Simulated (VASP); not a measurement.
# As (P6_3/mmc) in VASP: single point with PBE

Aim: the single point of As with PBE.

Program: VASP 6.6.1. These are calculated values, not measurements. Logs are shortened: lines on timing, memory, paths and dates and some standing lists are left out, and cuts for length are marked.

### Step 1. The cell of the first run

It takes space group P6_3/mmc (No. 194, hexagonal). Conventional cell: a = 4.484 Å, b = 4.484 Å, c = 5.474 Å, α = 90.00°, β = 90.00°, γ = 120.00°. Within 3.4 Å of As (site symmetry -6m2) lie 5 As at 2.59 to 2.74 Å. As (site symmetry -6m2) has 3 As at 2.59 Å within 3.4 Å.

This isn't the form of As at room conditions, which is rhombohedral.

### Step 2. Single point, PBE

INCAR

```
SYSTEM = As
ALGO = Normal
EDIFF = 1E-7
ENCUT = 520
GGA = PE
ISIF = 2
ISMEAR = 0
LASPH = .True.
LCHARG = .False.
LREAL = .False.
LWAVE = .False.
NBANDS = 18
NELM = 100
PREC = Accurate
SIGMA = 0.1
```

KPOINTS

```
k-points
0
Gamma
  12 12 8
  0 0 0
```

POSCAR

```
As
1.0
    4.4844439344      0.0000000000      0.0000000000
   -2.2422219672      3.8836423691      0.0000000000
    0.0000000000      0.0000000000      5.4735543088
As
4
Direct
    0.0000000000      0.0000000000      0.2500000000
    0.0000000000      0.0000000000      0.7500000000
    0.3333333333      0.6666666667      0.7500000000
    0.6666666667      0.3333333333      0.2500000000
```

Potentials or basis: VASP PAW PBE potentials, release 64 (As).

The run is started by

```bash
cat potpaw_PBE.64/As/POTCAR > POTCAR
mpirun -np 1 vasp_std > vasp.out
```

OUTCAR:

```text
SYSTEM = As
   EDIFF = 1E-7
   ENCUT = 520
   GGA = PE
   ISIF = 2
   ISMEAR = 0
   LASPH = .True.
   LREAL = .False.
   NELM = 100
   PREC = Accurate

 ion  position               nearest neighbor table
   1  0.000  0.000  0.250-   4 2.59   4 2.59   4 2.59   2 2.74   2 2.74
   2  0.000  0.000  0.750-   3 2.59   3 2.59   3 2.59   1 2.74   1 2.74
   3  0.333  0.667  0.750-   2 2.59   2 2.59   2 2.59
   4  0.667  0.333  0.250-   1 2.59   1 2.59   1 2.59

  LATTYP: Found a hexagonal cell.
 ALAT       =     4.4844439344
 C/A-ratio  =     1.2205647766

  Lattice vectors:

 A1 = (   4.4844439344,   0.0000000000,   0.0000000000)
 A2 = (  -2.2422219672,   3.8836423691,   0.0000000000)
 A3 = (   0.0000000000,   0.0000000000,   5.4735543088)

Analysis of symmetry for initial positions (statically):
=====================================================================
 Subroutine PRICEL returns:
 Original cell was already a primitive cell.

 Routine SETGRP: Setting up the symmetry group for a
 hexagonal supercell.

 Subroutine GETGRP returns: Found 24 space group operations
 (whereof 12 operations were pure point group operations)
 out of a pool of 24 trial point group operations.

The static configuration has the point symmetry D_3d.
 The point group associated with its full space group is D_6h.

Analysis of symmetry for dynamics (positions and initial velocities):
=====================================================================
 Subroutine PRICEL returns:
 Original cell was already a primitive cell.

 Routine SETGRP: Setting up the symmetry group for a
 hexagonal supercell.

 Subroutine GETGRP returns: Found 24 space group operations
 (whereof 12 operations were pure point group operations)
 out of a pool of 24 trial point group operations.

The dynamic configuration has the point symmetry D_3d.
 The point group associated with its full space group is D_6h.

 Subroutine INISYM returns: Found 24 space group operations
 (whereof 12 operations are pure point group operations),
 and found     1 'primitive' translations

----------------------------------------------------------------------------------------

                                     Primitive cell

  volume of cell :      95.3273

  direct lattice vectors                    reciprocal lattice vectors
[... 91 lines left out ...]
   EDIFF  = 0.1E-06   stopping-criterion for ELM
   LREAL  =      F    real-space projection
   EDIFFG = 0.1E-05   stopping-criterion for IOM
   NSW    =      0    number of steps for IOM
   IBRION =     -1    ionic relax: 0-MD 1-quasi-New 2-CG
   NFREE  =      0    steps in history (QN), initial steepest desc. (CG)
   ISIF   =      2    stress and relaxation
   ISYM   =      2    0-nonsym 1-usesym 2-fastsym
   POTIM  = 0.5000    time-step for ionic-motion
   TEBEG  =    0.0;   TEEND  =   0.0 temperature during run
   PSTRESS=    0.0 pullay stress
   NELECT =      20.0000    total number of electrons
   NUPDOWN=      -1.0000    fix difference up-down
   EMIN   =  10.00;   EMAX   =-10.00  energy-range for DOS
   EFERMI =   0.00;   METHOD = LEGACY
   ISMEAR =     0;   SIGMA  =   0.10  broadening in eV -4-tet -1-fermi 0-gaus
   EFERMI_NEDOS =   21; number of points for ismear=-14 and -15
   IALGO  =     38    algorithm
   IMIX   =      4    mixing-type and parameters
     AMIX     =   0.40;   BMIX     =  1.00
     AMIX_MAG =   1.60;   BMIX_MAG =  1.00
  volume/ion in A,a.u.               =      23.83       160.83
  Fermi-wavevector in a.u.,A,eV,Ry     =   0.972775  1.838278 12.875074  0.946291
  Thomas-Fermi vector in A             =   2.103101
   LORBIT       =      0    0 simple, 1 ext, 2 COOP (PROOUT), +10 PAW based schemes
   GGA     = PE    functional components
   LHFCALC =     F    Hartree Fock is set to
   AEXX    =    0.0000 exact exchange contribution
   IVDW    =     0    specifies the selected vdW correction
   LEPSILON=     F    determine dielectric tensor
   LRPA    =     F    only Hartree local field effects (RPA)
 non-spin polarized calculation
 Gauss-broadening in eV      SIGMA  =   0.10
  energy-cutoff  :      520.00
  volume of cell :       95.33
 maximum number of plane-waves:      2594
 NGX is ok and might be reduce to    36
   NGX = 17   NGY = 17   NGZ = 21

 number of electron      20.0000001 magnetization

 Free energy of the ion-electron system (eV)
  ---------------------------------------------------
  ext. energy  EPLUGINS =         0.00000000
  ---------------------------------------------------
  free energy    TOTEN  =       -16.99580400 eV

  energy without entropy =      -16.98194093  energy(sigma->0) =      -16.98887246

 E-fermi :   4.0992     XC(G=0):  -9.5223

 val. band max:        4.0905984460   @ k =   0.3333   0.1667   0.3750
 cond. band min:       4.1108323890   @ k =   0.4167  -0.0000   0.3750
 fundamental gap:      0.0202339430
 Fermi energy:         4.0991611503

 k-point     1 :       0.0000    0.0000    0.0000
  band No.  band energies     occupation
      1     -10.0430      2.00000
      2      -7.6712      2.00000
      3      -3.4339      2.00000
      4      -1.7809      2.00000
      5      -1.7231      2.00000
      6       0.2624      2.00000
[... 481 lines left out ...]
      5      -0.6714      2.00000
      6      -0.6560      2.00000
[... 10 lines left out ...]
     17       9.5626      0.00000
     18      11.8436      0.00000

 [... further k-points ...]

------------------------ aborting loop because EDIFF is reached ----------------------------------------

  FORCE on cell =-STRESS in cart. coord.  units (eV):
  Direction    XX          YY          ZZ          XY          YZ          ZX
  --------------------------------------------------------------------------------------
  -------------------------------------------------------------------------------------
  Total        0.0888270      0.0888270      0.0135804      0.0000000      0.0000000      0.0000000
  in kB        1.4929261      1.4929261      0.2282477      0.0000000      0.0000000      0.0000000
  external PRESSURE =       1.0713666 kB  Pullay stress =       0.0000000 kB

 VOLUME and BASIS-vectors are now :
 -----------------------------------------------------------------------------
  energy-cutoff  :      520.00
  volume of cell :       95.33
      direct lattice vectors                 reciprocal lattice vectors
     4.484443934  0.000000000  0.000000000     0.222993088  0.128745119  0.000000000
    -2.242221967  3.883642369  0.000000000     0.000000000  0.257490239  0.000000000
     0.000000000  0.000000000  5.473554309     0.000000000  0.000000000  0.182696643

 POSITION                                       TOTAL-FORCE (eV/Angst)
 -----------------------------------------------------------------------------------
      0.00000      0.00000      1.36839         0.000000      0.000000      0.000000
      0.00000      0.00000      4.10517         0.000000     -0.000000      0.000000
     -0.00000      2.58909      4.10517        -0.000000      0.000000      0.000000
      2.24222      1.29455      1.36839         0.000000      0.000000     -0.000000
 -----------------------------------------------------------------------------------
    total drift:                               -0.000000      0.000000     -0.000000

  FREE ENERGIE OF THE ION-ELECTRON SYSTEM (eV)
  ---------------------------------------------------
  free  energy   TOTEN  =       -16.9958040014 eV

  energy  without entropy=      -16.9819409275  energy(sigma->0) =      -16.98887246
```

stdout:

```text
POSCAR found type information on POSCAR As
 POSCAR found :  1 types and       4 ions
 scaLAPACK will be used
 LDA part: xc-table for (Slater+PW92), standard interpolation
 POSCAR, INCAR and KPOINTS ok, starting setup
 FFT: planning ... GRIDC
 FFT: planning ... GRID_SOFT
 FFT: planning ... GRID
 WAVECAR not read
 entering main loop
```

It took 2 min on 1 thread of Intel Xeon 8259CL, shared host; peak memory 0.29 GiB.

What came out:

* Free energy: -16.9958 eV
* Pressure: 0.1 GPa
* Band gap on the k mesh: zero (bands 10 and 11 overlap by 0.94 eV)
